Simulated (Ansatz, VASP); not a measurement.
# Ca: VASP beside Ansatz

```xyz
1
Lattice="0.0000 2.7273 2.7273 2.7273 0.0000 2.7273 2.7273 2.7273 0.0000" Properties=species:S:1:pos:R:3 pbc="T T T"
Ca    0.0000    0.0000    0.0000
```

Alike in both runs: functional PBEsol; k mesh 14 × 14 × 14; occupations gaussian, width 0.1 eV; no spin polarisation.

Ansatz relaxed the structure, and its values are those at the end. VASP's run is a single point on that final structure, the one shown.

|  | VASP | Ansatz |
| --- | --- | --- |
| version | VASP 6.6.1 | Ansatz 0.2.0 |
| potentials or method | VASP PAW PBE potentials, release 64 (Ca_sv), cutoff 520 eV | scalar-relativistic, plane waves, PAW |
| valence electrons in the cell | 10 | 10 |

|  | VASP | Ansatz | Ansatz less VASP |
| --- | --- | --- | --- |
| gap on the k mesh at the Fermi level (eV) | none | none | - |
| pressure (GPa) | 0.0 | 0.0 | -0.03 |

VASP's potentials were made for PBE, not for PBEsol. A gap of «none» marks a metal or a gap that the smearing closes.
